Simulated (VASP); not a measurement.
Here is a VASP 6.6.1 calculation.

The input INCAR:

```
PREC = Accurate ; ENCUT = 600
EDIFF = 1E-6 ; ISMEAR = -1
SIGMA = 0.05 ; LREAL = False
LASPH = True ; NELM = 200
ALGO = Normal ; ISIF = 2
LWAVE = False ; LCHARG = False
ISPIN = 2 ; MAGMOM = 0.8
LORBIT = 11 ; NUPDOWN = 0.8
LMAXMIX = 4 ; GGA = PS
NBANDS = 18 ; GGA_COMPAT = False
```

The input KPOINTS:

```
Automatic mesh
0
Gamma
  11 11 11
```

POSCAR

```
Fe
1.0
   -1.4430000000      1.4430000000      1.4430000000
    1.4430000000     -1.4430000000      1.4430000000
    1.4430000000      1.4430000000     -1.4430000000
Fe
1
Direct
    0.0000000000      0.0000000000      0.0000000000
```

Potentials or basis: VASP PAW PBE potentials, release 64 (Fe_sv).

The run is started by

```console
$ cat potpaw_PBE.64/Fe_sv/POTCAR > POTCAR
$ mpirun -np 1 vasp_std > vasp.out
```

(1) Predict the pressure.

Results:

(1) -35.5 GPa.

Caveat: the PAW data sets were made with another functional, which shifts forces and pressure a little; the total moment is fixed, so each spin has its own Fermi level.
